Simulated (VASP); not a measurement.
# Cd3SeS2 (P4/mmm) in VASP: notebook

Cd3SeS2 is run at these levels: PBE; tasks: single point, relaxation of cell and atoms.

Program: VASP 6.6.1. These are calculated values, not measurements. Logs are shortened: lines on timing, memory, paths and dates and some standing lists are left out, and cuts for length are marked.

### 1 The cell of the first run

It takes space group P4/mmm (No. 123, tetragonal). Conventional cell: a = 3.885 Å, b = 3.885 Å, c = 9.412 Å, α = 90.00°, β = 90.00°, γ = 90.00°. Cd (site symmetry 4/mmm) has 4 Se at 2.75 Å and 2 Cd at 3.27 Å within 3.6 Å. Cd (site symmetry 4mm) has 4 S at 2.83 Å and 2 Cd at 2.88 to 3.27 Å within 3.7 Å. Within 3.4 Å of Se (site symmetry 4/mmm) lie 2 S at 2.60 Å and 4 Cd at 2.75 Å. S (site symmetry 4mm) has 1 Se at 2.60 Å and 4 Cd at 2.83 Å within 3.4 Å.

### 2 Single point, PBE

Contents of INCAR:

```
PREC = Accurate
ENCUT = 520
EDIFF = 1E-6
ISMEAR = 0
SIGMA = 0.1
LREAL = F
LASPH = T
NELM = 80
ALGO = Normal
ISIF = 2
LWAVE = F
LCHARG = F
GGA = PE
NBANDS = 36
```

Contents of KPOINTS:

```
regular mesh
0
Gamma
  4 4 2
```

Contents of POSCAR:

```
Cd3SeS2
1.0
    3.8852333584      0.0000000000      0.0000000000
    0.0000000000      3.8852333584      0.0000000000
    0.0000000000      0.0000000000      9.4123364321
Cd Se S
3 1 2
Direct
    0.0000000000      0.0000000000      0.0000000000
    0.0000000000      0.0000000000      0.3471559274
    0.0000000000      0.0000000000      0.6528440726
    0.5000000000      0.5000000000      0.0000000000
    0.5000000000      0.5000000000      0.7240798749
    0.5000000000      0.5000000000      0.2759201251
```

Potentials or basis: VASP PAW PBE potentials, release 64 (Cd, Se, S).

Launch:

```sh
$ cat potpaw_PBE.64/Cd/POTCAR potpaw_PBE.64/Se/POTCAR potpaw_PBE.64/S/POTCAR > POTCAR
$ mpirun -np 1 vasp_std > vasp.out
```

OUTCAR:

```text
PREC = Accurate
   ENCUT = 520
   EDIFF = 1E-6
   ISMEAR = 0
   LREAL = F
   LASPH = T
   NELM = 80
   ISIF = 2
   GGA = PE

 ion  position               nearest neighbor table
   1  0.000  0.000  0.000-   4 2.75   4 2.75   4 2.75   4 2.75   2 3.27   3 3.27
   2  0.000  0.000  0.347-   6 2.83   6 2.83   6 2.83   6 2.83   3 2.88   1 3.27
   3  0.000  0.000  0.653-   5 2.83   5 2.83   5 2.83   5 2.83   2 2.88   1 3.27
   4  0.500  0.500  0.000-   5 2.60   6 2.60   1 2.75   1 2.75   1 2.75   1 2.75
   5  0.500  0.500  0.724-   4 2.60   3 2.83   3 2.83   3 2.83   3 2.83
   6  0.500  0.500  0.276-   4 2.60   2 2.83   2 2.83   2 2.83   2 2.83

  LATTYP: Found a simple tetragonal cell.
 ALAT       =     3.8852333584
 C/A-ratio  =     2.4225923037

  Lattice vectors:

 A1 = (   3.8852333584,   0.0000000000,   0.0000000000)
 A2 = (   0.0000000000,   3.8852333584,   0.0000000000)
 A3 = (   0.0000000000,   0.0000000000,   9.4123364321)

Analysis of symmetry for initial positions (statically):
=====================================================================
 Subroutine PRICEL returns:
 Original cell was already a primitive cell.

 Routine SETGRP: Setting up the symmetry group for a
 simple tetragonal supercell.

 Subroutine GETGRP returns: Found 16 space group operations
 (whereof 16 operations were pure point group operations)
 out of a pool of 16 trial point group operations.

The static configuration has the point symmetry D_4h.

Analysis of symmetry for dynamics (positions and initial velocities):
=====================================================================
 Subroutine PRICEL returns:
 Original cell was already a primitive cell.

 Routine SETGRP: Setting up the symmetry group for a
 simple tetragonal supercell.

 Subroutine GETGRP returns: Found 16 space group operations
 (whereof 16 operations were pure point group operations)
 out of a pool of 16 trial point group operations.

The dynamic configuration has the point symmetry D_4h.

 Subroutine INISYM returns: Found 16 space group operations
 (whereof 16 operations are pure point group operations),
 and found     1 'primitive' translations

----------------------------------------------------------------------------------------

                                     Primitive cell

  volume of cell :     142.0796

  direct lattice vectors                    reciprocal lattice vectors
[... 76 lines left out ...]
   ISPIN  =      1    spin polarized calculation?
   LNONCOLLINEAR =      F non collinear calculations
   LSORBIT =      F    spin-orbit coupling
   LASPH  =      T    aspherical Exc in radial PAW
   ENCUT  =  520.0 eV  38.22 Ry    6.18 a.u.   7.22  7.22 17.50*2*pi/ulx,y,z
   NELM   =     80;   NELMIN=  2; NELMDL= -5     # of ELM steps
   EDIFF  = 0.1E-05   stopping-criterion for ELM
   LREAL  =      F    real-space projection
[... 7 lines left out ...]
   TEBEG  =    0.0;   TEEND  =   0.0 temperature during run
   PSTRESS=    0.0 pullay stress
   NELECT =      54.0000    total number of electrons
   NUPDOWN=      -1.0000    fix difference up-down
   EMIN   =  10.00;   EMAX   =-10.00  energy-range for DOS
   EFERMI =   0.00;   METHOD = LEGACY
   ISMEAR =     0;   SIGMA  =   0.10  broadening in eV -4-tet -1-fermi 0-gaus
   EFERMI_NEDOS =   21; number of points for ismear=-14 and -15
   IALGO  =     38    algorithm
   IMIX   =      4    mixing-type and parameters
     AMIX     =   0.40;   BMIX     =  1.00
     AMIX_MAG =   1.60;   BMIX_MAG =  1.00
  volume/ion in A,a.u.               =      23.68       159.80
  Fermi-wavevector in a.u.,A,eV,Ry     =   1.185848  2.240927 19.132981  1.406234
  Thomas-Fermi vector in A             =   2.322033
   LORBIT       =      0    0 simple, 1 ext, 2 COOP (PROOUT), +10 PAW based schemes
   GGA     = PE    functional components
   LHFCALC =     F    Hartree Fock is set to
   AEXX    =    0.0000 exact exchange contribution
   IVDW    =     0    specifies the selected vdW correction
   LEPSILON=     F    determine dielectric tensor
   LRPA    =     F    only Hartree local field effects (RPA)
 non-spin polarized calculation
 Gauss-broadening in eV      SIGMA  =   0.10
  energy-cutoff  :      520.00
  volume of cell :      142.08
 maximum number of plane-waves:      3860
 NGX is ok and might be reduce to    30
   NGX = 15   NGY = 15   NGZ = 35

 number of electron      54.0000002 magnetization

 Free energy of the ion-electron system (eV)
  ---------------------------------------------------
  ext. energy  EPLUGINS =         0.00000000
  ---------------------------------------------------
  free energy    TOTEN  =       -14.53020498 eV

  energy without entropy =      -14.52997295  energy(sigma->0) =      -14.53008896

 E-fermi :   2.9148     XC(G=0):  -9.7657

 val. band max:        2.7464488168   @ k =   0.0000   0.0000   0.0000
 cond. band min:       3.1223882052   @ k =   0.5000   0.2500   0.0000
 fundamental gap:      0.3759393884
 Fermi energy:         2.9147781501

 k-point     1 :       0.0000    0.0000    0.0000
  band No.  band energies     occupation
      1     -11.8663      2.00000
      2     -10.0043      2.00000
      3      -9.3779      2.00000
      4      -6.1613      2.00000
      5      -6.1320      2.00000
      6      -6.0193      2.00000
[... 457 lines left out ...]
     35       9.9682      0.00000
     36      10.4030      0.00000

------------------------ aborting loop because EDIFF is reached ----------------------------------------

  FORCE on cell =-STRESS in cart. coord.  units (eV):
  Direction    XX          YY          ZZ          XY          YZ          ZX
  --------------------------------------------------------------------------------------
  -------------------------------------------------------------------------------------
  Total        0.3765696      0.3765696     -0.0333634      0.0000000      0.0000000     -0.0000000
  in kB        4.2464318      4.2464318     -0.3762258      0.0000000      0.0000000     -0.0000000
  external PRESSURE =       2.7055459 kB  Pullay stress =       0.0000000 kB

 VOLUME and BASIS-vectors are now :
 -----------------------------------------------------------------------------
  energy-cutoff  :      520.00
  volume of cell :      142.08
      direct lattice vectors                 reciprocal lattice vectors
     3.885233358  0.000000000  0.000000000     0.257384797  0.000000000  0.000000000
     0.000000000  3.885233358  0.000000000     0.000000000  0.257384797  0.000000000
     0.000000000  0.000000000  9.412336432     0.000000000  0.000000000  0.106243546

 POSITION                                       TOTAL-FORCE (eV/Angst)
 -----------------------------------------------------------------------------------
      0.00000      0.00000      0.00000        -0.000000     -0.000000      0.000000
      0.00000      0.00000      3.26755        -0.000000     -0.000000      0.016709
      0.00000      0.00000      6.14479        -0.000000     -0.000000     -0.016709
      1.94262      1.94262      0.00000        -0.000000     -0.000000      0.000000
      1.94262      1.94262      6.81528         0.000000      0.000000      0.034006
      1.94262      1.94262      2.59705        -0.000000      0.000000     -0.034006
 -----------------------------------------------------------------------------------
    total drift:                                0.000000      0.000000      0.000000

  FREE ENERGIE OF THE ION-ELECTRON SYSTEM (eV)
  ---------------------------------------------------
  free  energy   TOTEN  =       -14.5302049751 eV

  energy  without entropy=      -14.5299729517  energy(sigma->0) =      -14.53008896
```

Run time: 62 s. Hardware: 1 thread of Intel Xeon Platinum 8259CL at 2.50GHz (Skylake/Cascade Lake), shared host; peak memory 0.26 GiB.

What came out:

| Item | Value |
| --- | --- |
| Free energy | -14.5302 eV |
| Pressure | 0.3 GPa |
| Largest force | 0.034 eV/Å |
| Band gap on the k mesh | zero (band 27 reaches 3.32 eV, above the bottom of band 28 at 1.52 eV) |

Forces on the atoms (eV/Å):
```
Cd   0.000  0.000  0.000
Cd   0.000  0.000  0.017
Cd   0.000  0.000 -0.017
Se   0.000  0.000  0.000
S    0.000  0.000  0.034
S    0.000  0.000 -0.034
```

Stress tensor (GPa, compression positive):
```
 0.42  0.00  0.00
 0.00  0.42  0.00
 0.00  0.00 -0.04
```

Caveat: the k points lie up to 0.40 Å⁻¹ apart.

### 3 Single point, PBE

This run uses another cell than the first one, of 28.74 Å³/atom, 1.214 times its volume.

Contents of INCAR:

```
SYSTEM = Cd3SeS2
PREC = Accurate
ENCUT = 520
EDIFF = 1E-6
ISMEAR = 0
SIGMA = 0.1
LREAL = .FALSE.
LASPH = .TRUE.
NELM = 100
ALGO = Normal
ISIF = 2
LWAVE = .FALSE.
LCHARG = .TRUE.
GGA = PE
LELF = .TRUE.
LVHAR = .TRUE.
NBANDS = 36
```

Contents of KPOINTS:

```
Automatic mesh
0
G
  4 4 2
  0 0 0
```

Contents of POSCAR:

```
Cd3SeS2
1.0
    4.4273181700      0.0000000000      0.0000000000
    0.0000000000      4.4273181700      0.0000000000
    0.0000000000      0.0000000000      8.7967435300
Cd Se S
3 1 2
Direct
    0.0000000000      0.0000000000      0.0000000000
    0.0000000000      0.0000000000      0.3887824300
    0.0000000000      0.0000000000      0.6112175700
    0.5000000000      0.5000000000      0.0000000000
    0.5000000000      0.5000000000      0.8207616000
    0.5000000000      0.5000000000      0.1792384000
```

Potentials or basis: VASP PAW PBE potentials, release 64 (Cd, Se, S).

Launch:

```sh
$ cat potpaw_PBE.64/Cd/POTCAR potpaw_PBE.64/Se/POTCAR potpaw_PBE.64/S/POTCAR > POTCAR
$ mpirun -np 1 vasp_std > vasp.out
```

OUTCAR:

```text
SYSTEM = Cd3SeS2
   PREC = Accurate
   ENCUT = 520
   EDIFF = 1E-6
   ISMEAR = 0
   LREAL = .FALSE.
   LASPH = .TRUE.
   NELM = 100
   ISIF = 2
   GGA = PE

 ion  position               nearest neighbor table
   1  0.000  0.000  0.000-   4 3.13   4 3.13   4 3.13   4 3.13   2 3.42   3 3.42
   2  0.000  0.000  0.389-   3 1.96   1 3.42
   3  0.000  0.000  0.611-   2 1.96   1 3.42
   4  0.500  0.500  0.000-   5 1.58   6 1.58   1 3.13   1 3.13   1 3.13   1 3.13
   5  0.500  0.500  0.821-   4 1.58
   6  0.500  0.500  0.179-   4 1.58

  LATTYP: Found a simple tetragonal cell.
 ALAT       =     4.4273181700
 C/A-ratio  =     1.9869237295

  Lattice vectors:

 A1 = (   4.4273181700,   0.0000000000,   0.0000000000)
 A2 = (   0.0000000000,   4.4273181700,   0.0000000000)
 A3 = (   0.0000000000,   0.0000000000,   8.7967435300)

Analysis of symmetry for initial positions (statically):
=====================================================================
 Subroutine PRICEL returns:
 Original cell was already a primitive cell.

 Routine SETGRP: Setting up the symmetry group for a
 simple tetragonal supercell.

 Subroutine GETGRP returns: Found 16 space group operations
 (whereof 16 operations were pure point group operations)
 out of a pool of 16 trial point group operations.

The static configuration has the point symmetry D_4h.

Analysis of symmetry for dynamics (positions and initial velocities):
=====================================================================
 Subroutine PRICEL returns:
 Original cell was already a primitive cell.

 Routine SETGRP: Setting up the symmetry group for a
 simple tetragonal supercell.

 Subroutine GETGRP returns: Found 16 space group operations
[... 114 lines left out ...]
   EFERMI_NEDOS =   21; number of points for ismear=-14 and -15
   IALGO  =     38    algorithm
   IMIX   =      4    mixing-type and parameters
     AMIX     =   0.40;   BMIX     =  1.00
     AMIX_MAG =   1.60;   BMIX_MAG =  1.00
  volume/ion in A,a.u.               =      28.74       193.93
  Fermi-wavevector in a.u.,A,eV,Ry     =   1.111744  2.100892 16.816469  1.235976
  Thomas-Fermi vector in A             =   2.248311
   LORBIT       =      0    0 simple, 1 ext, 2 COOP (PROOUT), +10 PAW based schemes
   GGA     = PE    functional components
   LHFCALC =     F    Hartree Fock is set to
   AEXX    =    0.0000 exact exchange contribution
   IVDW    =     0    specifies the selected vdW correction
   LEPSILON=     F    determine dielectric tensor
   LRPA    =     F    only Hartree local field effects (RPA)
 non-spin polarized calculation
 Gauss-broadening in eV      SIGMA  =   0.10
  energy-cutoff  :      520.00
  volume of cell :      172.43
 maximum number of plane-waves:      4680
 NGX is ok and might be reduce to    36
   NGX = 17   NGY = 17   NGZ = 33

 number of electron      54.0000008 magnetization

 Free energy of the ion-electron system (eV)
  ---------------------------------------------------
  ext. energy  EPLUGINS =         0.00000000
  ---------------------------------------------------
  free energy    TOTEN  =         9.39247288 eV

  energy without entropy =        9.40761661  energy(sigma->0) =        9.40004474

 E-fermi :   2.5617     XC(G=0):  -8.5822

 val. band max:        2.5243948033   @ k =   0.5000   0.0000   0.5000
 cond. band min:       2.6793372042   @ k =   0.0000   0.0000   0.5000
 fundamental gap:      0.1549424009
 Fermi energy:         2.5616801535

 k-point     1 :       0.0000    0.0000    0.0000
  band No.  band energies     occupation
      1     -19.8653      2.00000
      2     -15.9716      2.00000
      3      -9.7570      2.00000
      4      -8.7027      2.00000
      5      -8.7027      2.00000
      6      -7.5936      2.00000
[... 457 lines left out ...]
     35       6.8529      0.00000
     36       8.5690      0.00000

------------------------ aborting loop because EDIFF is reached ----------------------------------------

  FORCE on cell =-STRESS in cart. coord.  units (eV):
  Direction    XX          YY          ZZ          XY          YZ          ZX
  --------------------------------------------------------------------------------------
  -------------------------------------------------------------------------------------
  Total        1.3132813      1.3132813    159.8531612      0.0000000      0.0000000      0.0000000
  in kB       12.2029531     12.2029531   1485.3486773      0.0000000      0.0000000      0.0000000
  external PRESSURE =     503.2515278 kB  Pullay stress =       0.0000000 kB

 VOLUME and BASIS-vectors are now :
 -----------------------------------------------------------------------------
  energy-cutoff  :      520.00
  volume of cell :      172.43
      direct lattice vectors                 reciprocal lattice vectors
     4.427318170  0.000000000  0.000000000     0.225870372  0.000000000  0.000000000
     0.000000000  4.427318170  0.000000000     0.000000000  0.225870372  0.000000000
     0.000000000  0.000000000  8.796743530     0.000000000  0.000000000  0.113678431

 POSITION                                       TOTAL-FORCE (eV/Angst)
 -----------------------------------------------------------------------------------
      0.00000      0.00000      0.00000         0.000000      0.000000      0.000000
      0.00000      0.00000      3.42002         0.000000     -0.000000    -21.955617
      0.00000      0.00000      5.37672         0.000000      0.000000     21.955617
      2.21366      2.21366      0.00000         0.000000      0.000000      0.000000
      2.21366      2.21366      7.22003         0.000000     -0.000000    -38.404403
      2.21366      2.21366      1.57671         0.000000      0.000000     38.404403
 -----------------------------------------------------------------------------------
    total drift:                                0.000000      0.000000     -0.000000

  FREE ENERGIE OF THE ION-ELECTRON SYSTEM (eV)
  ---------------------------------------------------
  free  energy   TOTEN  =         9.3924728760 eV

  energy  without entropy=        9.4076166054  energy(sigma->0) =        9.40004474
```

It took 93 s on 1 thread of Intel Xeon Platinum 8259CL at 2.50GHz (Skylake/Cascade Lake), shared host; peak memory 0.31 GiB.

Results:

```yaml
Free_energy: 9.3925 eV
Pressure: 50.3 GPa
Largest_force: 38.404 eV/Å
Band_gap_on_the_k_mesh: zero (band 27 reaches 2.99 eV, above the bottom of band 28 at 1.65 eV)
```

Forces on the atoms (eV/Å):
```
Cd    0.000   0.000   0.000
Cd    0.000   0.000 -21.956
Cd    0.000   0.000  21.956
Se    0.000   0.000   0.000
S     0.000   0.000 -38.404
S     0.000   0.000  38.404
```

Levels at points of the mesh, in eV from the Fermi level:
```tsv
k point	band 23	band 24	band 25	band 26	band 27	band 28	band 29	band 30	band 31	band 32
(0.00, 0.00, 0.00)	-4.67	-4.67	-3.75	-1.31	0.14	0.14	2.36	2.50	3.24	3.30
(0.50, 0.00, 0.00)	-4.67	-4.61	-1.50	-1.05	-0.38	-0.05	0.36	0.54	1.88	3.06
(0.50, 0.50, 0.00)	-5.07	-4.08	-2.70	-1.13	-1.13	-0.91	1.47	1.47	1.85	3.56
(0.00, 0.00, 0.50)	-4.70	-4.70	-4.22	0.12	0.31	0.31	0.37	2.52	2.60	2.90
(0.50, 0.00, 0.50)	-4.67	-4.06	-1.97	-1.17	-0.60	-0.04	0.56	1.96	2.06	2.67
(0.50, 0.50, 0.50)	-5.14	-3.88	-3.30	-0.50	-0.50	0.38	0.38	1.08	1.16	2.22
```

Caveat: forces of over 1 eV/Å act on the atoms, so gaps and moduli don't describe the material at rest.

(Continued in part 2 of 2.)
